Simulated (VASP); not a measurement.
# Zr (Fd-3m) in VASP: a series of runs

Runs on Zr. Level: PBEsol. Tasks: single point.

Program: VASP 6.6.1. These are calculated values, not measurements. Logs are shortened: lines on timing, memory, paths and dates and some standing lists are left out, and cuts for length are marked.

## 1. The cell of the first run

The structure is cubic, space group Fd-3m (No. 227). Conventional cell: a = 6.145 Å, b = 6.145 Å, c = 6.145 Å, α = 90.00°, β = 90.00°, γ = 90.00°. Zr (site symmetry -43m) has 4 Zr at 2.66 Å within 3.5 Å.

## 2. Single point, PBEsol

Contents of INCAR:

```
ALGO = Normal
EDIFF = 1E-6
ENCUT = 520
GGA = PS
ISIF = 2
ISMEAR = -1
LASPH = T
LCHARG = T
LELF = T
LREAL = F
LVHAR = T
LWAVE = F
NBANDS = 19
NELM = 60
PREC = Accurate
SIGMA = 0.1
```

Contents of KPOINTS:

```
k-points
0
Gamma
  9 9 9
```

Contents of POSCAR:

```
Zr
1.0
    0.0000000000      3.0724653533      3.0724653533
    3.0724653533      0.0000000000      3.0724653533
    3.0724653533      3.0724653533      0.0000000000
Zr
2
Direct
    0.1250000000      0.1250000000      0.1250000000
    0.8750000000      0.8750000000      0.8750000000
```

Potentials or basis: VASP PAW PBE potentials, release 64 (Zr_sv).

Started as:

```bash
cat potpaw_PBE.64/Zr_sv/POTCAR > POTCAR
mpirun -np 1 vasp_std > vasp.out
```

OUTCAR:

```text
EDIFF = 1E-6
   ENCUT = 520
   GGA = PS
   ISIF = 2
   ISMEAR = -1
   LASPH = T
   LREAL = F
   NELM = 60
   PREC = Accurate

 ion  position               nearest neighbor table
   1  0.125  0.125  0.125-   2 2.66   2 2.66   2 2.66   2 2.66
   2  0.875  0.875  0.875-   1 2.66   1 2.66   1 2.66   1 2.66

  LATTYP: Found a face centered cubic cell.
 ALAT       =     6.1449307066

  Lattice vectors:

 A1 = (   0.0000000000,   3.0724653533,   3.0724653533)
 A2 = (   3.0724653533,   0.0000000000,   3.0724653533)
 A3 = (   3.0724653533,   3.0724653533,   0.0000000000)

Analysis of symmetry for initial positions (statically):
=====================================================================
 Subroutine PRICEL returns:
 Original cell was already a primitive cell.

 Routine SETGRP: Setting up the symmetry group for a
 face centered cubic supercell.

 Subroutine GETGRP returns: Found 48 space group operations
 (whereof 12 operations were pure point group operations)
 out of a pool of 48 trial point group operations.

The static configuration has the point symmetry D_3d.
 The point group associated with its full space group is O_h .

Analysis of symmetry for dynamics (positions and initial velocities):
=====================================================================
 Subroutine PRICEL returns:
 Original cell was already a primitive cell.

 Routine SETGRP: Setting up the symmetry group for a
 face centered cubic supercell.

 Subroutine GETGRP returns: Found 48 space group operations
 (whereof 12 operations were pure point group operations)
 out of a pool of 48 trial point group operations.

The dynamic configuration has the point symmetry D_3d.
 The point group associated with its full space group is O_h .

 Subroutine INISYM returns: Found 48 space group operations
 (whereof 12 operations are pure point group operations),
 and found     1 'primitive' translations

----------------------------------------------------------------------------------------

                                     Primitive cell

  volume of cell :      58.0084

  direct lattice vectors                    reciprocal lattice vectors
     0.000000000  3.072465353  3.072465353    -0.162735765  0.162735765  0.162735765
     3.072465353  0.000000000  3.072465353     0.162735765 -0.162735765  0.162735765
     3.072465353  3.072465353  0.000000000     0.162735765  0.162735765 -0.162735765

  length of vectors
     4.345122173  4.345122173  4.345122173     0.281866613  0.281866613  0.281866613

  position of ions in fractional coordinates (direct lattice)
     0.125000000  0.125000000  0.125000000
     0.875000000  0.875000000  0.875000000

  ion indices of the primitive-cell ions
   primitive index   ion index
                 1           1
                 2           2

----------------------------------------------------------------------------------------

 KPOINTS: k-points

Automatic generation of k-mesh.
 Grid dimensions read from file:
 generate k-points for:    9    9    9

 Generating k-lattice:

  Cartesian coordinates                     Fractional coordinates (reciprocal lattice)
    -0.018081752  0.018081752  0.018081752     0.111111111  0.000000000  0.000000000
     0.018081752 -0.018081752  0.018081752     0.000000000  0.111111111  0.000000000
     0.018081752  0.018081752 -0.018081752     0.000000000  0.000000000  0.111111111

  Length of vectors
     0.031318513  0.031318513  0.031318513

  Shift w.r.t. Gamma in fractional coordinates (k-lattice)
     0.000000000  0.000000000  0.000000000

 Subroutine IBZKPT returns following result:
 ===========================================

 Found     35 irreducible k-points:

 Following reciprocal coordinates:
            Coordinates               Weight
  0.000000  0.000000  0.000000      1.000000
  0.111111  0.000000  0.000000      8.000000
  0.222222  0.000000  0.000000      8.000000
  0.333333  0.000000  0.000000      8.000000
  0.444444  0.000000  0.000000      8.000000
  0.111111  0.111111  0.000000      6.000000
[... 16 lines left out ...]
 -0.333333  0.333333  0.000000     12.000000
  0.444444  0.444444  0.000000      6.000000
 [... further k-points ...]
   k-points           NKPTS =     35   k-points in BZ     NKDIM =     35   number of bands    NBANDS=     19
   number of dos      NEDOS =    301   number of ions     NIONS =      2
   total plane-waves  NPLWV =  32768
   dimension x,y,z NGX =    32 NGY =   32 NGZ =   32
   dimension x,y,z NGXF=    64 NGYF=   64 NGZF=   64
   ions per type =               2
   NGX,Y,Z   is equivalent  to a cutoff of  12.24, 12.24, 12.24 a.u.
   NGXF,Y,Z  is equivalent  to a cutoff of  24.49, 24.49, 24.49 a.u.
 SYSTEM =  unknown system
   PREC   = accura    normal or accurate (medium, high low for compatibility)
   ISTART =      0    job   : 0-new  1-cont  2-samecut
   ICHARG =      2    charge: 1-file 2-atom 10-const
   ISPIN  =      1    spin polarized calculation?
   LNONCOLLINEAR =      F non collinear calculations
   LSORBIT =      F    spin-orbit coupling
   LASPH  =      T    aspherical Exc in radial PAW
   ENCUT  =  520.0 eV  38.22 Ry    6.18 a.u.   8.08  8.08  8.08*2*pi/ulx,y,z
   NELM   =     60;   NELMIN=  2; NELMDL= -5     # of ELM steps
   EDIFF  = 0.1E-05   stopping-criterion for ELM
   LREAL  =      F    real-space projection
   EDIFFG = 0.1E-04   stopping-criterion for IOM
   NSW    =      0    number of steps for IOM
   IBRION =     -1    ionic relax: 0-MD 1-quasi-New 2-CG
   NFREE  =      0    steps in history (QN), initial steepest desc. (CG)
   ISIF   =      2    stress and relaxation
   ISYM   =      2    0-nonsym 1-usesym 2-fastsym
   POTIM  = 0.5000    time-step for ionic-motion
   TEBEG  =    0.0;   TEEND  =   0.0 temperature during run
   PSTRESS=    0.0 pullay stress
   NELECT =      24.0000    total number of electrons
   NUPDOWN=      -1.0000    fix difference up-down
   EMIN   =  10.00;   EMAX   =-10.00  energy-range for DOS
   EFERMI =   0.00;   METHOD = LEGACY
   ISMEAR =    -1;   SIGMA  =   0.10  broadening in eV -4-tet -1-fermi 0-gaus
   EFERMI_NEDOS =   21; number of points for ismear=-14 and -15
   IALGO  =     38    algorithm
   IMIX   =      4    mixing-type and parameters
     AMIX     =   0.40;   BMIX     =  1.00
     AMIX_MAG =   1.60;   BMIX_MAG =  1.00
  volume/ion in A,a.u.               =      29.00       195.73
  Fermi-wavevector in a.u.,A,eV,Ry     =   1.219874  2.305227 20.246723  1.488092
  Thomas-Fermi vector in A             =   2.355111
   LORBIT       =      0    0 simple, 1 ext, 2 COOP (PROOUT), +10 PAW based schemes
   GGA     = PS    functional components
   LHFCALC =     F    Hartree Fock is set to
   AEXX    =    0.0000 exact exchange contribution
   IVDW    =     0    specifies the selected vdW correction
   LEPSILON=     F    determine dielectric tensor
   LRPA    =     F    only Hartree local field effects (RPA)
 non-spin polarized calculation
  energy-cutoff  :      520.00
  volume of cell :       58.01
 maximum number of plane-waves:      1580
   NGX = 17   NGY = 17   NGZ = 17

 number of electron      24.0000000 magnetization

 Free energy of the ion-electron system (eV)
  ---------------------------------------------------
  ext. energy  EPLUGINS =         0.00000000
  ---------------------------------------------------
  free energy    TOTEN  =       -13.34802016 eV

  energy without entropy =      -13.20128697  energy(sigma->0) =      -13.27465356

 E-fermi :   6.0179     XC(G=0):  -9.9257

 val. band max:        6.0144965750   @ k =   0.3333   0.3333   0.0000
 cond. band min:       6.0246619647   @ k =   0.2222   0.1111   0.0000
 fundamental gap:      0.0101653897
 Fermi energy:         6.0179346579

 k-point     1 :       0.0000    0.0000    0.0000
  band No.  band energies     occupation
      1     -42.7860      2.00000
      2     -42.0801      2.00000
      3     -21.1885      2.00000
      4     -21.1885      2.00000
      5     -21.1885      2.00000
      6     -20.0354      2.00000
[... 11 lines left out ...]
     18      11.8809      0.00000
     19      11.8809      0.00000

 k-point     2 :       0.1111    0.0000    0.0000
  band No.  band energies     occupation
      1     -42.7708      2.00000
      2     -42.0966      2.00000
      3     -21.2067      2.00000
      4     -21.2067      2.00000
      5     -21.1887      2.00000
      6     -20.0351      2.00000
[... 11 lines left out ...]
     18      11.8320      0.00000
     19      11.8320      0.00000

 k-point     3 :       0.2222    0.0000    0.0000
  band No.  band energies     occupation
      1     -42.7285      2.00000
      2     -42.1423      2.00000
      3     -21.2502      2.00000
      4     -21.2502      2.00000
      5     -21.1905      2.00000
      6     -20.0324      2.00000
[... 11 lines left out ...]
     18      11.6696      0.00000
     19      11.6696      0.00000

 k-point     4 :       0.3333    0.0000    0.0000
  band No.  band energies     occupation
      1     -42.6706      2.00000
      2     -42.2041      2.00000
      3     -21.2960      2.00000
      4     -21.2960      2.00000
      5     -21.1948      2.00000
      6     -20.0265      2.00000
[... 11 lines left out ...]
     18      11.3561      0.00000
     19      11.3561      0.00000

 k-point     5 :       0.4444    0.0000    0.0000
  band No.  band energies     occupation
      1     -42.6226      2.00000
      2     -42.2546      2.00000
      3     -21.3240      2.00000
      4     -21.3240      2.00000
      5     -21.1987      2.00000
      6     -20.0211      2.00000
[... 11 lines left out ...]
     18      10.9569      0.00000
     19      10.9570      0.00000

 k-point     6 :       0.1111    0.1111    0.0000
  band No.  band energies     occupation
      1     -42.7656      2.00000
      2     -42.1023      2.00000
      3     -21.2286      2.00000
      4     -21.2286      2.00000
      5     -21.1539      2.00000
      6     -20.0728      2.00000
[... 11 lines left out ...]
     18      11.5535      0.00000
     19      12.0236      0.00000

 k-point     7 :       0.2222    0.1111    0.0000
  band No.  band energies     occupation
      1     -42.7317      2.00000
      2     -42.1389      2.00000
      3     -21.2742      2.00000
      4     -21.2736      2.00000
      5     -21.1262      2.00000
      6     -20.1007      2.00000
[... 11 lines left out ...]
     18      11.2151      0.00000
     19      12.0270      0.00000

 k-point     8 :       0.3333    0.1111    0.0000
  band No.  band energies     occupation
      1     -42.6772      2.00000
      2     -42.1971      2.00000
      3     -21.3307      2.00000
      4     -21.3184      2.00000
      5     -21.1075      2.00000
      6     -20.1155      2.00000
[... 256 lines left out ...]
 k-point    20 :       0.3333    0.3333    0.0000
  band No.  band energies     occupation
      1     -42.6151      2.00000
      2     -42.2625      2.00000
      3     -21.4089      2.00000
      4     -21.4089      2.00000
      5     -20.9039      2.00000
      6     -20.3356      2.00000
[... 11 lines left out ...]
     18       9.5550      0.00000
     19      11.9589      0.00000

 k-point    21 :       0.4444    0.3333    0.0000
  band No.  band energies     occupation
      1     -42.5572      2.00000
      2     -42.3225      2.00000
      3     -21.4510      2.00000
      4     -21.4342      2.00000
      5     -20.8213      2.00000
      6     -20.4151      2.00000
[... 11 lines left out ...]
     18       9.9645      0.00000
     19      11.7419      0.00000

 k-point    22 :      -0.4444    0.3333    0.0000
  band No.  band energies     occupation
      1     -42.5080      2.00000
      2     -42.3728      2.00000
      3     -21.4898      2.00000
      4     -21.4302      2.00000
      5     -20.7778      2.00000
      6     -20.4480      2.00000
[... 11 lines left out ...]
     18      10.9785      0.00000
     19      11.0671      0.00000

 k-point    23 :      -0.3333    0.3333    0.0000
  band No.  band energies     occupation
      1     -42.5283      2.00000
      2     -42.3521      2.00000
      3     -21.4998      2.00000
      4     -21.3984      2.00000
      5     -20.8467      2.00000
      6     -20.3701      2.00000
[... 11 lines left out ...]
     18      10.1247      0.00000
     19      11.6101      0.00000

 k-point    24 :       0.4444    0.4444    0.0000
  band No.  band energies     occupation
      1     -42.5017      2.00000
      2     -42.3792      2.00000
      3     -21.4618      2.00000
      4     -21.4618      2.00000
      5     -20.7199      2.00000
      6     -20.5234      2.00000
[... 11 lines left out ...]
     18      10.2211      0.00000
     19      11.7545      0.00000

 [... further k-points ...]
[... 5 lines left out ...]
  --------------------------------------------------------------------------------------
  -------------------------------------------------------------------------------------
  Total        0.0393891      0.0393891      0.0393891     -0.0000000      0.0000000      0.0000000
  in kB        1.0879157      1.0879157      1.0879157     -0.0000000      0.0000000      0.0000000
  external PRESSURE =       1.0879157 kB  Pullay stress =       0.0000000 kB

 VOLUME and BASIS-vectors are now :
 -----------------------------------------------------------------------------
  energy-cutoff  :      520.00
  volume of cell :       58.01
      direct lattice vectors                 reciprocal lattice vectors
     0.000000000  3.072465353  3.072465353    -0.162735765  0.162735765  0.162735765
     3.072465353  0.000000000  3.072465353     0.162735765 -0.162735765  0.162735765
     3.072465353  3.072465353  0.000000000     0.162735765  0.162735765 -0.162735765

 POSITION                                       TOTAL-FORCE (eV/Angst)
 -----------------------------------------------------------------------------------
      0.76812      0.76812      0.76812         0.000000     -0.000000      0.000000
      5.37681      5.37681      5.37681        -0.000000      0.000000     -0.000000
 -----------------------------------------------------------------------------------
    total drift:                                0.000000      0.000000     -0.000000

  FREE ENERGIE OF THE ION-ELECTRON SYSTEM (eV)
  ---------------------------------------------------
  free  energy   TOTEN  =       -13.3480201555 eV

  energy  without entropy=      -13.2012869716  energy(sigma->0) =      -13.27465356
```

Run time: 15 s. Hardware: 1 thread of Intel Xeon 6975P-C (Granite Rapids), shared host; peak memory 0.18 GiB.

Results:

```
Free energy            : -13.3480 eV
Pressure               : 0.1 GPa
Band gap on the k mesh : zero (band 12 reaches 6.09 eV, above the bottom of band 13 at 5.89 eV)
```

Levels at points of the mesh, in eV from the Fermi level:
```csv
k point,band 8,band 9,band 10,band 11,band 12,band 13,band 14,band 15,band 16,band 17
"(0.00, 0.00, 0.00)",-26.05,-4.18,-0.95,-0.95,0.02,0.02,0.02,2.25,2.25,2.25
```

Caveat: the PAW data sets were made with another functional, which shifts forces and pressure a little.

(Part 1 of 2 ends here.)
